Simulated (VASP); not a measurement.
Wanted: the native input for a VASP 6.6.1 run.

* Task: single point
* Functional: PBE
* Potentials or basis: VASP PAW PBE potentials, release 64 (Y_sv, Li_sv)
* Cutoff: 520 eV
* k mesh: 7 × 7 × 7
* Occupations: fermi-dirac, width 0.05 eV
* Spin: no spin polarisation
* Dipole correction: no
* Further INCAR settings: ALGO = Normal; EDIFF = 1e-07; NBANDS = 26

The structure of LiY3 lies in POSCAR:

```
LiY3
1.0
   -2.3671900000      2.3671900000      5.2201101400
    2.3671900000     -2.3671900000      5.2201101400
    2.3671900000      2.3671900000     -5.2201101400
Y Li
3 1
Direct
    0.5000000000      0.5000000000      0.0000000000
    0.2500000000      0.7500000000      0.5000000000
    0.7500000000      0.2500000000      0.5000000000
    0.0000000000      0.0000000000      0.0000000000
```

The input as run:

INCAR

```
PREC = Accurate
ENCUT = 520
EDIFF = 1E-7
ISMEAR = -1
SIGMA = 0.05
LREAL = F
LASPH = T
NELM = 100
ALGO = Normal
ISIF = 2
LWAVE = F
LCHARG = F
GGA = PE
NBANDS = 26
```

KPOINTS

```
Automatic mesh
0
Gamma
  7 7 7
```

Potentials or basis: VASP PAW PBE potentials, release 64 (Y_sv, Li_sv).

Command:

```sh
$ cat potpaw_PBE.64/Y_sv/POTCAR potpaw_PBE.64/Li_sv/POTCAR > POTCAR
$ mpirun -np 1 vasp_std > vasp.out
```

It gave:

```
Band gap on the k mesh : zero (bands 18 and 19 overlap by 0.44 eV)
```

Run time: 2.5 min on 1 thread of Intel(R) Xeon(R) 6975P-C (Granite Rapids), on a shared host, peak memory 0.39 GiB.
